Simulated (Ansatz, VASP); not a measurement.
# ZnSe: VASP beside Ansatz

POSCAR

```
ZnSe
1.0
    0.0000000000      2.8324246788      2.8324246788
    2.8324246788      0.0000000000      2.8324246788
    2.8324246788      2.8324246788      0.0000000000
Zn Se
1 1
Direct
    0.0000000000      0.0000000000      0.0000000000
    0.2500000000      0.2500000000      0.2500000000
```

The input INCAR.step1:

```
PREC = Accurate
ENCUT = 520
EDIFF = 1E-5
ISMEAR = 0
SIGMA = 0.01
LREAL = False
LASPH = True
NELM = 100
ALGO = Normal
ISIF = 2
LWAVE = True
GGA = PE
NBANDS = 16
```

INCAR.step2

```
PREC = Accurate
ENCUT = 520
EDIFF = 1E-6
ISMEAR = 0
SIGMA = 0.01
LREAL = False
LASPH = True
NELM = 100
ALGO = Normal
ISIF = 2
LWAVE = False
LCHARG = True
GGA = PE
LHFCALC = True
AEXX = 0.3
PRECFOCK = Normal
LELF = True
LVHAR = True
ISTART = 1
NBANDS = 16
```

The input KPOINTS:

```
Automatic mesh
0
Gamma
  4 4 4
```

Input for Ansatz:

```yaml
crystal:
  lattice:
    - [0.0, 2.8324246788, 2.8324246788]
    - [2.8324246788, 0.0, 2.8324246788]
    - [2.8324246788, 2.8324246788, 0.0]
  atoms:
    - { symbol: Zn, position: [0.0, 0.0, 0.0] }
    - { symbol: Se, position: [0.25, 0.25, 0.25] }
kpoints:
  mp_grid: { grid: [4, 4, 4] }
hamiltonian:
  xc: { exchange: pbe, correlation: pbe, exx: { coeff: 0.3 } }
scf:
  occupations: { method: fixed }
  n_extra_bands: 4
output:
  forces: true
  stress: true
  eigenvalues: true
```

Alike in both runs: task single point; functional PBE-based global hybrid; k mesh 4 × 4 × 4; no spin polarisation.

```csv
,VASP,Ansatz
version,VASP 6.6.1,Ansatz 0.2.0
potentials or method,"VASP PAW PBE potentials, release 64 (Zn, Se)",plane waves
plane-wave cutoff (eV),520,420
occupations,"gaussian, width 0.01 eV",fixed
valence electrons in the cell,18,28
```

Ansatz gave:

| Item | Value |
| --- | --- |
| gap on the k mesh at the Fermi level (eV) | 3.48 |
| pressure (GPa) | 1.2 |

Task: Which values does VASP return?

Result: gap on the k mesh at the Fermi level (eV): 3.53; pressure (GPa): 1.0.

VASP's potentials were made for PBE, not for PBE-based global hybrid. VASP's potentials hold 18 valence electrons a cell and Ansatz's 28, so a difference there can come from the potentials and not from the codes. Ansatz's warnings: stress exchange threshold loose, stress scf threshold loose.

The k mesh is coarse, so the values compare programs but aren't converged.
